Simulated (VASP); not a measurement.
# CdS (Hawleyite) (F-43m) in VASP: settings compared

Aim: see how the results for CdS (Hawleyite) move with the level of theory and the settings. Levels: PBE, r2SCAN, LDA. Tasks: single point.

Everything below comes from runs of VASP 6.6.1. Logs are shortened: lines on timing, memory, paths and dates and some standing lists are left out, and cuts for length are marked.

### 1 The cell of the first run

The structure is cubic, space group F-43m (No. 216). Conventional cell: a = 5.833 Å, b = 5.833 Å, c = 5.833 Å, α = 90.00°, β = 90.00°, γ = 90.00°. Cd (site symmetry -43m) has 4 S at 2.53 Å within 3.3 Å. S (site symmetry -43m) has 4 Cd at 2.53 Å within 3.3 Å.

### 2 Single point, PBE

Contents of INCAR:

```
  PREC = Accurate
  ENCUT = 520
  EDIFF = 1E-7
  ISMEAR = 0
  SIGMA = 0.024
  LREAL = F
  LASPH = T
  NELM = 60
  ALGO = Normal
  ISIF = 2
  LWAVE = F
  LCHARG = T
  GGA = PE
  LELF = T
  LVHAR = T
  NBANDS = 16
```

Contents of KPOINTS:

```
Automatic mesh
0
Gamma
  8 8 8
```

Contents of POSCAR:

```
CdS
1.0
    0.0000000000      2.9165000000      2.9165000000
    2.9165000000      0.0000000000      2.9165000000
    2.9165000000      2.9165000000      0.0000000000
Cd S
1 1
Direct
    0.0000000000      0.0000000000      0.0000000000
    0.7500000000      0.7500000000      0.7500000000
```

Potentials or basis: VASP PAW PBE potentials, release 64 (Cd, S).

Command:

```sh
cat potpaw_PBE.64/Cd/POTCAR potpaw_PBE.64/S/POTCAR > POTCAR
mpirun -np 1 vasp_std > vasp.out
```

OUTCAR:

```text
PREC = Accurate
   ENCUT = 520
   EDIFF = 1E-7
   ISMEAR = 0
   LREAL = F
   LASPH = T
   NELM = 60
   ISIF = 2
   GGA = PE

 ion  position               nearest neighbor table
   1  0.000  0.000  0.000-   2 2.53   2 2.53   2 2.53   2 2.53
   2  0.750  0.750  0.750-   1 2.53   1 2.53   1 2.53   1 2.53

  LATTYP: Found a face centered cubic cell.
 ALAT       =     5.8330000000

  Lattice vectors:

 A1 = (   0.0000000000,   2.9165000000,   2.9165000000)
 A2 = (   2.9165000000,   0.0000000000,   2.9165000000)
 A3 = (   2.9165000000,   2.9165000000,   0.0000000000)

Analysis of symmetry for initial positions (statically):
=====================================================================
 Subroutine PRICEL returns:
 Original cell was already a primitive cell.

 Routine SETGRP: Setting up the symmetry group for a
 face centered cubic supercell.

 Subroutine GETGRP returns: Found 24 space group operations
 (whereof 24 operations were pure point group operations)
 out of a pool of 48 trial point group operations.

The static configuration has the point symmetry T_d .

Analysis of symmetry for dynamics (positions and initial velocities):
=====================================================================
 Subroutine PRICEL returns:
 Original cell was already a primitive cell.

 Routine SETGRP: Setting up the symmetry group for a
 face centered cubic supercell.

 Subroutine GETGRP returns: Found 24 space group operations
 (whereof 24 operations were pure point group operations)
 out of a pool of 48 trial point group operations.

The dynamic configuration has the point symmetry T_d .

 Subroutine INISYM returns: Found 24 space group operations
 (whereof 24 operations are pure point group operations),
 and found     1 'primitive' translations

----------------------------------------------------------------------------------------

                                     Primitive cell

  volume of cell :      49.6153

  direct lattice vectors                    reciprocal lattice vectors
     0.000000000  2.916500000  2.916500000    -0.171438368  0.171438368  0.171438368
     2.916500000  0.000000000  2.916500000     0.171438368 -0.171438368  0.171438368
     2.916500000  2.916500000  0.000000000     0.171438368  0.171438368 -0.171438368

  length of vectors
     4.124553855  4.124553855  4.124553855     0.296939964  0.296939964  0.296939964

  position of ions in fractional coordinates (direct lattice)
     0.000000000  0.000000000  0.000000000
     0.750000000  0.750000000  0.750000000

  ion indices of the primitive-cell ions
   primitive index   ion index
                 1           1
                 2           2

----------------------------------------------------------------------------------------

 KPOINTS: Automatic mesh

Automatic generation of k-mesh.
 Grid dimensions read from file:
 generate k-points for:    8    8    8

 Generating k-lattice:

  Cartesian coordinates                     Fractional coordinates (reciprocal lattice)
    -0.021429796  0.021429796  0.021429796     0.125000000  0.000000000  0.000000000
     0.021429796 -0.021429796  0.021429796     0.000000000  0.125000000  0.000000000
     0.021429796  0.021429796 -0.021429796     0.000000000  0.000000000  0.125000000

  Length of vectors
     0.037117495  0.037117495  0.037117495

  Shift w.r.t. Gamma in fractional coordinates (k-lattice)
     0.000000000  0.000000000  0.000000000

 Subroutine IBZKPT returns following result:
 ===========================================

 Found     29 irreducible k-points:

 Following reciprocal coordinates:
            Coordinates               Weight
  0.000000  0.000000  0.000000      1.000000
  0.125000  0.000000  0.000000      8.000000
  0.250000  0.000000  0.000000      8.000000
  0.375000  0.000000  0.000000      8.000000
  0.500000  0.000000  0.000000      4.000000
  0.125000  0.125000  0.000000      6.000000
[... 16 lines left out ...]
  0.500000  0.250000  0.125000     48.000000
 -0.375000  0.250000  0.125000     24.000000
 [... further k-points ...]
   k-points           NKPTS =     29   k-points in BZ     NKDIM =     29   number of bands    NBANDS=     16
   number of dos      NEDOS =    301   number of ions     NIONS =      2
   total plane-waves  NPLWV =  32768
   dimension x,y,z NGX =    32 NGY =   32 NGZ =   32
   dimension x,y,z NGXF=    64 NGYF=   64 NGZF=   64
   ions per type =               1   1
   NGX,Y,Z   is equivalent  to a cutoff of  12.90, 12.90, 12.90 a.u.
   NGXF,Y,Z  is equivalent  to a cutoff of  25.80, 25.80, 25.80 a.u.
 SYSTEM =  unknown system
   PREC   = accura    normal or accurate (medium, high low for compatibility)
   ISTART =      0    job   : 0-new  1-cont  2-samecut
   ICHARG =      2    charge: 1-file 2-atom 10-const
   ISPIN  =      1    spin polarized calculation?
   LNONCOLLINEAR =      F non collinear calculations
   LSORBIT =      F    spin-orbit coupling
   LASPH  =      T    aspherical Exc in radial PAW
   ENCUT  =  520.0 eV  38.22 Ry    6.18 a.u.   7.67  7.67  7.67*2*pi/ulx,y,z
   NELM   =     60;   NELMIN=  2; NELMDL= -5     # of ELM steps
   EDIFF  = 0.1E-06   stopping-criterion for ELM
   LREAL  =      F    real-space projection
   EDIFFG = 0.1E-05   stopping-criterion for IOM
   NSW    =      0    number of steps for IOM
   IBRION =     -1    ionic relax: 0-MD 1-quasi-New 2-CG
   NFREE  =      0    steps in history (QN), initial steepest desc. (CG)
   ISIF   =      2    stress and relaxation
   ISYM   =      2    0-nonsym 1-usesym 2-fastsym
   POTIM  = 0.5000    time-step for ionic-motion
   TEBEG  =    0.0;   TEEND  =   0.0 temperature during run
   PSTRESS=    0.0 pullay stress
   NELECT =      18.0000    total number of electrons
   NUPDOWN=      -1.0000    fix difference up-down
   EMIN   =  10.00;   EMAX   =-10.00  energy-range for DOS
   EFERMI =   0.00;   METHOD = LEGACY
   ISMEAR =     0;   SIGMA  =   0.02  broadening in eV -4-tet -1-fermi 0-gaus
   EFERMI_NEDOS =   21; number of points for ismear=-14 and -15
   IALGO  =     38    algorithm
   IMIX   =      4    mixing-type and parameters
     AMIX     =   0.40;   BMIX     =  1.00
     AMIX_MAG =   1.60;   BMIX_MAG =  1.00
  volume/ion in A,a.u.               =      24.81       167.41
  Fermi-wavevector in a.u.,A,eV,Ry     =   1.167599  2.206442 18.548649  1.363287
  Thomas-Fermi vector in A             =   2.304097
   LORBIT       =      0    0 simple, 1 ext, 2 COOP (PROOUT), +10 PAW based schemes
   GGA     = PE    functional components
   LHFCALC =     F    Hartree Fock is set to
   AEXX    =    0.0000 exact exchange contribution
   IVDW    =     0    specifies the selected vdW correction
   LEPSILON=     F    determine dielectric tensor
   LRPA    =     F    only Hartree local field effects (RPA)
 non-spin polarized calculation
 Gauss-broadening in eV      SIGMA  =   0.02
  energy-cutoff  :      520.00
  volume of cell :       49.62
 maximum number of plane-waves:      1363
   NGX = 15   NGY = 15   NGZ = 15

 number of electron      18.0000004 magnetization

 Free energy of the ion-electron system (eV)
  ---------------------------------------------------
  ext. energy  EPLUGINS =         0.00000000
  ---------------------------------------------------
  free energy    TOTEN  =        -6.12127789 eV

  energy without entropy =       -6.12127789  energy(sigma->0) =       -6.12127789

 E-fermi :   1.4114     XC(G=0):  -9.1497

 val. band max:        1.3143377331   @ k =   0.0000   0.0000   0.0000
 cond. band min:       2.4641080293   @ k =   0.0000   0.0000   0.0000
 fundamental gap:      1.1497702962
 Fermi energy:         1.4113860070

 k-point     1 :       0.0000    0.0000    0.0000
  band No.  band energies     occupation
      1     -11.0554      2.00000
      2      -6.4137      2.00000
      3      -6.4137      2.00000
      4      -6.4137      2.00000
      5      -5.9338      2.00000
      6      -5.9338      2.00000
[... 8 lines left out ...]
     15      12.7950      0.00000
     16      12.7950      0.00000

 k-point     2 :       0.1250    0.0000    0.0000
  band No.  band energies     occupation
      1     -10.9933      2.00000
      2      -6.3912      2.00000
      3      -6.3912      2.00000
      4      -6.3600      2.00000
      5      -5.9349      2.00000
      6      -5.9349      2.00000
[... 8 lines left out ...]
     15      12.1973      0.00000
     16      13.3259      0.00000

 k-point     3 :       0.2500    0.0000    0.0000
  band No.  band energies     occupation
      1     -10.8426      2.00000
      2      -6.3424      2.00000
      3      -6.3424      2.00000
      4      -6.1672      2.00000
      5      -5.9295      2.00000
      6      -5.9295      2.00000
[... 8 lines left out ...]
     15      11.9619      0.00000
     16      12.6506      0.00000

 k-point     4 :       0.3750    0.0000    0.0000
  band No.  band energies     occupation
      1     -10.6920      2.00000
      2      -6.3048      2.00000
      3      -6.3048      2.00000
      4      -5.9094      2.00000
      5      -5.9094      2.00000
      6      -5.8119      2.00000
[... 8 lines left out ...]
     15      12.8190      0.00000
     16      12.8190      0.00000

 k-point     5 :       0.5000    0.0000    0.0000
  band No.  band energies     occupation
      1     -10.6300      2.00000
      2      -6.2933      2.00000
      3      -6.2933      2.00000
      4      -5.8960      2.00000
      5      -5.8960      2.00000
      6      -5.5538      2.00000
[... 8 lines left out ...]
     15      13.8651      0.00000
     16      13.8651      0.00000

 k-point     6 :       0.1250    0.1250    0.0000
  band No.  band energies     occupation
      1     -10.9728      2.00000
      2      -6.3704      2.00000
      3      -6.3696      2.00000
      4      -6.3696      2.00000
      5      -5.9499      2.00000
      6      -5.9211      2.00000
[... 8 lines left out ...]
     15      12.8958      0.00000
     16      13.9748      0.00000
[... 267 lines left out ...]
 k-point    21 :       0.5000    0.5000    0.0000
  band No.  band energies     occupation
      1     -10.4987      2.00000
      2      -6.2001      2.00000
      3      -6.0645      2.00000
      4      -6.0645      2.00000
      5      -5.8465      2.00000
      6      -5.4893      2.00000
[... 8 lines left out ...]
     15      13.6801      0.00000
     16      14.8128      0.00000

 k-point    22 :       0.3750    0.2500    0.1250
  band No.  band energies     occupation
      1     -10.7320      2.00000
      2      -6.2904      2.00000
      3      -6.2640      2.00000
      4      -6.1005      2.00000
      5      -5.9265      2.00000
      6      -5.8732      2.00000
[... 8 lines left out ...]
     15      13.3246      0.00000
     16      15.2046      0.00000

 k-point    23 :       0.5000    0.2500    0.1250
  band No.  band energies     occupation
      1     -10.6136      2.00000
      2      -6.2545      2.00000
      3      -6.2285      2.00000
      4      -6.0000      2.00000
      5      -5.9002      2.00000
      6      -5.6424      2.00000
[... 8 lines left out ...]
     15      14.1446      0.00000
     16      14.4106      0.00000

 k-point    24 :      -0.3750    0.2500    0.1250
  band No.  band energies     occupation
      1     -10.5653      2.00000
      2      -6.2497      2.00000
      3      -6.2116      2.00000
      4      -5.9596      2.00000
      5      -5.9070      2.00000
      6      -5.4397      2.00000
[... 8 lines left out ...]
     15      13.6170      0.00000
     16      14.4857      0.00000

 [... further k-points ...]
[... 5 lines left out ...]
  --------------------------------------------------------------------------------------
  -------------------------------------------------------------------------------------
  Total        0.9935897      0.9935897      0.9935897      0.0000000      0.0000000      0.0000000
  in kB       32.0849775     32.0849775     32.0849775      0.0000000      0.0000000      0.0000000
  external PRESSURE =      32.0849775 kB  Pullay stress =       0.0000000 kB

 VOLUME and BASIS-vectors are now :
 -----------------------------------------------------------------------------
  energy-cutoff  :      520.00
  volume of cell :       49.62
      direct lattice vectors                 reciprocal lattice vectors
     0.000000000  2.916500000  2.916500000    -0.171438368  0.171438368  0.171438368
     2.916500000  0.000000000  2.916500000     0.171438368 -0.171438368  0.171438368
     2.916500000  2.916500000  0.000000000     0.171438368  0.171438368 -0.171438368

 POSITION                                       TOTAL-FORCE (eV/Angst)
 -----------------------------------------------------------------------------------
      0.00000      0.00000      0.00000         0.000000      0.000000      0.000000
      4.37475      4.37475      4.37475        -0.000000     -0.000000     -0.000000
 -----------------------------------------------------------------------------------
    total drift:                                0.000000      0.000000      0.000000

  FREE ENERGIE OF THE ION-ELECTRON SYSTEM (eV)
  ---------------------------------------------------
  free  energy   TOTEN  =        -6.1212778904 eV

  energy  without entropy=       -6.1212778904  energy(sigma->0) =       -6.12127789
```

Wall time 23 s (1 thread of Intel Xeon Platinum 8259CL at 2.50GHz (Skylake/Cascade Lake), shared host); peak memory 0.18 GiB.

Results:

```yaml
Free_energy: -6.1213 eV
Pressure: 3.2 GPa
Band_gap_on_the_k_mesh: 1.15 eV, direct
```

Levels at points of the mesh, in eV from the valence-band top:
```
           k point  band 5  band 6  band 7  band 8  band 9  band 10  band 11  band 12  band 13  band 14
(0.00, 0.00, 0.00)   -7.25   -7.25    0.00    0.00    0.00     1.15     6.55     6.55     6.55    11.44
(0.50, 0.00, 0.00)   -7.21   -6.87   -4.40   -0.75   -0.75     3.02     7.01     7.01     7.48    11.09
(0.50, 0.50, 0.00)   -7.16   -6.80   -3.95   -1.88   -1.88     3.55     4.35     9.23    10.78    10.78
```

[end of part 1 of 2]
